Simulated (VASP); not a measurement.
## SnTe: single point with PBEsol

The system is SnTe.

```
CELL_PARAMETERS angstrom
0.00000 3.03722 3.03722
3.03722 0.00000 3.03722
3.03722 3.03722 0.00000
ATOMIC_POSITIONS crystal
Te 0.25000 0.25000 0.25000
Sn 0.00000 0.00000 0.00000
```

```json
{
 "Program": "VASP 6.6.1",
 "Task": "single point",
 "Functional": "PBEsol",
 "Potentials or basis": "VASP PAW PBE potentials, release 64 (Te, Sn_d)",
 "Cutoff": "520 eV",
 "k mesh": "7 × 7 × 7",
 "Occupations": "fermi-dirac, width 0.05 eV",
 "Spin": "no spin polarisation"
}
```

| Property | Result |
| --- | --- |
| Pressure | 30.0 GPa |
| Band gap on the k mesh | zero (band 10 reaches 8.81 eV, above the bottom of band 11 at 7.72 eV) |

Levels at points of the mesh, in eV from the Fermi level:
```csv
k point,band 6,band 7,band 8,band 9,band 10,band 11,band 12,band 13,band 14,band 15
"(0.00, 0.00, 0.00)",-15.19,-3.13,-3.13,-3.13,-3.12,0.42,0.42,0.42,3.84,6.58
```

It took 18 s on 1 thread of Intel(R) Xeon(R) Platinum 8488C (Sapphire Rapids) (shared host), peak memory 0.18 GiB.

Caveat: the PAW data sets were made with another functional, which shifts forces and pressure a little; spin-orbit coupling is left out, which moves the levels of the heavy elements.
